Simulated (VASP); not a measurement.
# S (P3_221) in VASP: single point with PBEsol

Aim: the single point of S with PBEsol.

Program: VASP 6.6.1. These are calculated values, not measurements. Logs are shortened: lines on timing, memory, paths and dates and some standing lists are left out, and cuts for length are marked.

### Step 1. The cell of the first run

The structure is trigonal, space group P3_221 (No. 154). The conventional cell has a = 7.565 Å, b = 7.565 Å, c = 4.364 Å, α = 90.00°, β = 90.00°, γ = 120.00°. S (site symmetry 2) has 2 S at 2.07 Å within 2.7 Å. Within 2.7 Å of S (site symmetry 1) lie 2 S at 2.06 Å.

### Step 2. Single point, PBEsol

Input file INCAR:

```
SYSTEM = S
ALGO     = Normal         ! electronic algorithm
EDIFF    = 1E-7           ! SCF threshold, eV
ENCUT    = 520            ! plane-wave cutoff, eV
GGA      = PS             ! functional
ISIF     = 2              ! what is computed and relaxed
ISMEAR   = 0              ! smearing method
LASPH    = .True.         ! aspherical terms in the spheres
LCHARG   = .True.         ! write CHGCAR
LELF     = .True.         ! ELF
LREAL    = .False.        ! projectors in reciprocal space
LVHAR    = .True.       
LWAVE    = .False.        ! write WAVECAR
NBANDS   = 37             ! bands
NELM     = 60             ! most SCF steps
PREC     = Accurate       ! precision mode
SIGMA    = 0.02           ! smearing width, eV
```

Input file KPOINTS:

```
k-points
0
Gamma
  6 6 6
  0 0 0
```

Input file POSCAR:

```
S
1.0
    7.5651154054      0.0000000000      0.0000000000
   -3.7825577027      6.5515821236      0.0000000000
    0.0000000000      0.0000000000      4.3638795447
S
9
Direct
    0.1126625153      0.1126625153      0.5000000000
    0.4492786154      0.6754700602      0.7634988701
    0.6754700602      0.4492786154      0.2365011299
    0.8873374847      0.0000000000      0.1666666667
    0.2261914448      0.5507213846      0.0968322035
    0.3245299398      0.7738085552      0.4301655368
    0.5507213846      0.2261914448      0.9031677965
    0.7738085552      0.3245299398      0.5698344632
    0.0000000000      0.8873374847      0.8333333333
```

Potentials or basis: VASP PAW PBE potentials, release 64 (S).

Run with:

```bash
$ cat potpaw_PBE.64/S/POTCAR > POTCAR
$ mpirun -np 1 vasp_std > vasp.out
```

OUTCAR:

```text
SYSTEM = S
   EDIFF = 1E-7
   ENCUT = 520
   GGA = PS
   ISIF = 2
   ISMEAR = 0
   LASPH = .True.
   LREAL = .False.
   NELM = 60
   PREC = Accurate

 ion  position               nearest neighbor table
   1  0.113  0.113  0.500-   9 2.07   4 2.07
   2  0.449  0.675  0.763-   6 2.06   5 2.06
   3  0.675  0.449  0.237-   8 2.06   7 2.06
   4  0.887  0.000  0.167-   1 2.07   9 2.07
   5  0.226  0.551  0.097-   6 2.06   2 2.06
   6  0.325  0.774  0.430-   5 2.06   2 2.06
   7  0.551  0.226  0.903-   8 2.06   3 2.06
   8  0.774  0.325  0.570-   3 2.06   7 2.06
   9  0.000  0.887  0.833-   1 2.07   4 2.07

  LATTYP: Found a hexagonal cell.
 ALAT       =     7.5651154054
 C/A-ratio  =     0.5768424288

  Lattice vectors:

 A1 = (   7.5651154054,   0.0000000000,   0.0000000000)
 A2 = (  -3.7825577027,   6.5515821236,   0.0000000000)
 A3 = (   0.0000000000,   0.0000000000,   4.3638795447)

Analysis of symmetry for initial positions (statically):
=====================================================================
 Subroutine PRICEL returns:
 Original cell was already a primitive cell.

 Routine SETGRP: Setting up the symmetry group for a
 hexagonal supercell.

 Subroutine GETGRP returns: Found  6 space group operations
 (whereof  2 operations were pure point group operations)
 out of a pool of 24 trial point group operations.

The static configuration has the point symmetry C_2 .
 The point group associated with its full space group is D_3 .

Analysis of symmetry for dynamics (positions and initial velocities):
=====================================================================
 Subroutine PRICEL returns:
 Original cell was already a primitive cell.

 Routine SETGRP: Setting up the symmetry group for a
 hexagonal supercell.

 Subroutine GETGRP returns: Found  6 space group operations
 (whereof  2 operations were pure point group operations)
 out of a pool of 24 trial point group operations.

The dynamic configuration has the point symmetry C_2 .
 The point group associated with its full space group is D_3 .

 Subroutine INISYM returns: Found  6 space group operations
 (whereof  2 operations are pure point group operations),
 and found     1 'primitive' translations

----------------------------------------------------------------------------------------
[... 111 lines left out ...]
   IBRION =     -1    ionic relax: 0-MD 1-quasi-New 2-CG
   NFREE  =      0    steps in history (QN), initial steepest desc. (CG)
   ISIF   =      2    stress and relaxation
   ISYM   =      2    0-nonsym 1-usesym 2-fastsym
   POTIM  = 0.5000    time-step for ionic-motion
   TEBEG  =    0.0;   TEEND  =   0.0 temperature during run
   PSTRESS=    0.0 pullay stress
   NELECT =      54.0000    total number of electrons
   NUPDOWN=      -1.0000    fix difference up-down
   EMIN   =  10.00;   EMAX   =-10.00  energy-range for DOS
   EFERMI =   0.00;   METHOD = LEGACY
   ISMEAR =     0;   SIGMA  =   0.02  broadening in eV -4-tet -1-fermi 0-gaus
   EFERMI_NEDOS =   21; number of points for ismear=-14 and -15
   IALGO  =     38    algorithm
   IMIX   =      4    mixing-type and parameters
     AMIX     =   0.40;   BMIX     =  1.00
     AMIX_MAG =   1.60;   BMIX_MAG =  1.00
  volume/ion in A,a.u.               =      24.03       162.18
  Fermi-wavevector in a.u.,A,eV,Ry     =   1.030848  1.948020 14.458195  1.062647
  Thomas-Fermi vector in A             =   2.164967
   LORBIT       =      0    0 simple, 1 ext, 2 COOP (PROOUT), +10 PAW based schemes
   GGA     = PS    functional components
   LHFCALC =     F    Hartree Fock is set to
   AEXX    =    0.0000 exact exchange contribution
   IVDW    =     0    specifies the selected vdW correction
   LEPSILON=     F    determine dielectric tensor
   LRPA    =     F    only Hartree local field effects (RPA)
 non-spin polarized calculation
 Gauss-broadening in eV      SIGMA  =   0.02
  energy-cutoff  :      520.00
  volume of cell :      216.29
 maximum number of plane-waves:      5867
   NGX = 29   NGY = 29   NGZ = 17

 number of electron      53.9999997 magnetization

 Free energy of the ion-electron system (eV)
  ---------------------------------------------------
  ext. energy  EPLUGINS =         0.00000000
  ---------------------------------------------------
  free energy    TOTEN  =       -39.28257402 eV

  energy without entropy =      -39.28257402  energy(sigma->0) =      -39.28257402

 E-fermi :   2.6602     XC(G=0):  -8.8035

 val. band max:        2.5378807568   @ k =   0.3333   0.3333   0.5000
 cond. band min:       4.4523155311   @ k =   0.5000  -0.0000   0.5000
 fundamental gap:      1.9144347743
 Fermi energy:         2.6601548804

 k-point     1 :       0.0000    0.0000    0.0000
  band No.  band energies     occupation
      1     -13.9813      2.00000
      2     -13.7342      2.00000
      3     -13.6348      2.00000
      4      -8.9605      2.00000
      5      -8.9605      2.00000
      6      -8.8355      2.00000
[... 949 lines left out ...]
     36       6.7142      0.00000
     37       9.5410      0.00000

 [... further k-points ...]

------------------------ aborting loop because EDIFF is reached ----------------------------------------

  FORCE on cell =-STRESS in cart. coord.  units (eV):
  Direction    XX          YY          ZZ          XY          YZ          ZX
  --------------------------------------------------------------------------------------
  -------------------------------------------------------------------------------------
  Total       -0.3888379     -0.3888379     -0.7675557      0.0000000      0.0000000      0.0000000
  in kB       -2.8803458     -2.8803458     -5.6857266      0.0000000      0.0000000      0.0000000
  external PRESSURE =      -3.8154727 kB  Pullay stress =       0.0000000 kB

 VOLUME and BASIS-vectors are now :
 -----------------------------------------------------------------------------
  energy-cutoff  :      520.00
  volume of cell :      216.29
      direct lattice vectors                 reciprocal lattice vectors
     7.565115405  0.000000000  0.000000000     0.132185690  0.076317444  0.000000000
    -3.782557703  6.551582124  0.000000000     0.000000000  0.152634887  0.000000000
     0.000000000  0.000000000  4.363879545     0.000000000  0.000000000  0.229153896

 POSITION                                       TOTAL-FORCE (eV/Angst)
 -----------------------------------------------------------------------------------
      0.42615      0.73812      2.18194        -0.044756     -0.077520      0.000000
      0.84384      4.42540      3.33182        -0.094395     -0.006497     -0.000236
      3.41059      2.94349      1.03206         0.041570     -0.084997      0.000236
      6.71281      0.00000      0.72731         0.089512     -0.000000      0.000000
     -0.37197      3.60810      0.42256         0.041570      0.084997     -0.000236
     -0.47187      5.06967      1.87719         0.052824     -0.078499     -0.000236
      3.31069      1.48191      3.94132         0.052824      0.078499      0.000236
      4.62640      2.12618      2.48669        -0.094395      0.006497      0.000236
     -3.35641      5.81346      3.63657        -0.044756      0.077520      0.000000
 -----------------------------------------------------------------------------------
    total drift:                               -0.000001     -0.000003     -0.000000

  FREE ENERGIE OF THE ION-ELECTRON SYSTEM (eV)
  ---------------------------------------------------
  free  energy   TOTEN  =       -39.2825740204 eV

  energy  without entropy=      -39.2825740204  energy(sigma->0) =      -39.28257402
```

OSZICAR:

```text
N       E                     dE             d eps       ncg     rms          rms(c)
DAV:   1     0.306601675354E+03    0.30660E+03   -0.23057E+04  2516   0.125E+03
DAV:   2    -0.132548185961E+02   -0.31986E+03   -0.31114E+03  3324   0.219E+02
DAV:   3    -0.391326689535E+02   -0.25878E+02   -0.25580E+02  3064   0.681E+01
DAV:   4    -0.396213260093E+02   -0.48866E+00   -0.48651E+00  3044   0.111E+01
DAV:   5    -0.396333284588E+02   -0.12002E-01   -0.11999E-01  3126   0.173E+00    0.321E+01
DAV:   6    -0.393841232582E+02    0.24921E+00   -0.12069E-01  2964   0.145E+00    0.193E+01
DAV:   7    -0.392827982393E+02    0.10133E+00   -0.22986E-01  2899   0.198E+00    0.394E-01
DAV:   8    -0.392824164960E+02    0.38174E-03   -0.13742E-02  2872   0.573E-01    0.184E-01
DAV:   9    -0.392824918749E+02   -0.75379E-04   -0.48367E-04  3171   0.104E-01    0.822E-02
DAV:  10    -0.392825603394E+02   -0.68465E-04   -0.69779E-05  2936   0.392E-02    0.305E-02
DAV:  11    -0.392825702952E+02   -0.99559E-05   -0.44889E-06  3091   0.108E-02    0.918E-03
DAV:  12    -0.392825740858E+02   -0.37905E-05   -0.46232E-06  2912   0.100E-02    0.369E-03
DAV:  13    -0.392825740204E+02    0.65377E-07   -0.25189E-07  2792   0.267E-03
   1 F= -.39282574E+02 E0= -.39282574E+02  d E =-.611428E-20
```

stdout:

```text
POSCAR found type information on POSCAR S
 POSCAR found :  1 types and       9 ions
 scaLAPACK will be used
 -----------------------------------------------------------------------------
|                                                                             |
|                                                                             |
|     You enforced a specific xc type in the INCAR file but a different       |
|     I HOPE YOU KNOW WHAT YOU ARE DOING!                                     |
|                                                                             |
 -----------------------------------------------------------------------------

 LDA part: xc-table for (Slater+PW92), standard interpolation
 POSCAR, INCAR and KPOINTS ok, starting setup
 FFT: planning ... GRIDC
 FFT: planning ... GRID_SOFT
 FFT: planning ... GRID
 WAVECAR not read
 entering main loop
```

Run time: 3.2 min. Hardware: 1 thread of Intel Xeon Platinum 8259CL at 2.50GHz (Skylake/Cascade Lake), shared host; peak memory 0.39 GiB.

What came out:

| Quantity | Value |
| --- | --- |
| Free energy | -39.2826 eV |
| Pressure | -0.4 GPa |
| Largest force | 0.095 eV/Å |
| Band gap on the k mesh | 1.91 eV (least direct gap 2.01 eV) |

Forces in eV/Å, atoms in the order of the input:
```
S   -0.045 -0.078  0.000
S   -0.094 -0.006  0.000
S    0.042 -0.085  0.000
S    0.090  0.000  0.000
S    0.042  0.085  0.000
S    0.053 -0.078  0.000
S    0.053  0.078  0.000
S   -0.094  0.006  0.000
S   -0.045  0.078  0.000
```

Stress tensor (GPa, compression positive):
```
-0.29  0.00  0.00
 0.00 -0.29  0.00
 0.00  0.00 -0.57
```

Caveat: the PAW data sets were made with another functional, which shifts forces and pressure a little.
